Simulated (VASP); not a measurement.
N: single point with PBE+D3(BJ)

The system is N.

```xyz
8
Lattice="-3.8166 0.0000 0.0000 -1.9083 -3.3052 0.0000 -3.8167 -2.2036 14.8290" Properties=species:S:1:pos:R:3 pbc="T T T"
N    -1.9083   -1.1017   13.5265
N    -1.9083   -1.1017    6.1120
N    -1.9083   -1.1017   12.4243
N    -1.9083   -1.1017    5.0098
N    -3.8166   -2.2035    2.4047
N    -3.8166   -2.2035    9.8192
N    -3.8166   -2.2035    1.3026
N    -3.8166   -2.2035    8.7171
```

This cell differs from its parent crystal: the part above a cut slid along it.

```json
{"Program": "VASP 6.6.1", "Task": "single point", "Functional": "PBE", "Dispersion": "D3(BJ)", "Potentials or basis": "VASP PAW PBE potentials, release 64 (N)", "Cutoff": "520 eV", "k mesh": "7 × 7 × 2", "Occupations": "gaussian, width 0.05 eV", "Spin": "no spin polarisation", "Dipole correction": "no", "Further INCAR settings": "ALGO = Normal; EDIFF = 1e-06; NBANDS = 30"}
```

* Pressure: 2.6 GPa
* Largest force: 1.864 eV/Å
* Band gap on the k mesh: 6.63 eV (least direct gap 6.64 eV)
* Dispersion energy per atom: -0.052 eV

Forces on the atoms (eV/Å):
```
N    0.000  0.000  1.108
N    0.000  0.000  1.740
N    0.000  0.000 -1.864
N    0.000  0.000 -1.740
N    0.000  0.000  1.864
N    0.000  0.000  1.740
N    0.000  0.000 -1.108
N    0.000  0.000 -1.740
```

Stress tensor (GPa, compression positive):
```
-0.27  0.00  0.00
 0.00 -0.27  0.00
 0.00  0.00  8.23
```

Levels at points of the mesh, in eV from the valence-band top:
| k point | band 16 | band 17 | band 18 | band 19 | band 20 | band 21 | band 22 | band 23 | band 24 | band 25 |
| --- | --- | --- | --- | --- | --- | --- | --- | --- | --- | --- |
| (0.00, 0.00, 0.00) | -1.87 | -1.58 | -0.92 | -0.72 | -0.12 | 7.70 | 7.70 | 7.80 | 7.80 | 8.01 |
| (0.00, 0.00, 0.50) | -1.87 | -1.43 | -1.22 | -0.50 | -0.18 | 7.67 | 7.67 | 7.86 | 7.86 | 7.94 |

Run time: 3.4 min on 1 thread of Oxide Virtual Turin-like Processor, with other jobs on the host, peak memory 0.32 GiB.

Caveat: the cell differs from its parent crystal (the part above a cut slid along it); the standard files for N, O and F lose accuracy on very short bonds; the stress differs along the axes, from -0 to 8 GPa; forces of over 1 eV/Å act on the atoms, so gaps and moduli don't describe the material at rest. A k mesh can miss the band edges.
